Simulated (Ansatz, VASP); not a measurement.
One calculation of Be, two programs

```
Be
1.0
     2.30043    0.00000    0.00000
    -1.15022    1.99224    0.00000
     0.00000    0.00000    3.60794
Be
2
Direct
  0.66667 0.33333 0.75000
  0.33333 0.66667 0.25000
```

Change from the starting cell: volume scaled by 1.02.

Alike in both runs: task single point; functional PBEsol; k mesh 13 × 13 × 8; occupations fermi-dirac, width 0.05 eV; no spin polarisation.

|  | VASP | Ansatz |
| --- | --- | --- |
| version | VASP 6.6.1 | Ansatz 0.2.0 |
| potentials or method | VASP PAW PBE potentials, release 64 (Be), cutoff 520 eV | all-electron LAPW, scalar-relativistic |

Ansatz gave:

* gap on the k mesh at the Fermi level (eV): none
* pressure (GPa): -6.1
* traceless stress, the component that is largest in VASP (GPa): -0.79

Q: Estimate VASP's values.

A: gap on the k mesh at the Fermi level (eV): none; pressure (GPa): -5.7; traceless stress, the component that is largest in VASP (GPa): -0.74.

VASP's potentials were made for PBE, not for PBEsol. A gap of «none» marks a metal or a gap that the smearing closes. Ansatz ran all-electron here, and VASP with PAW potentials.
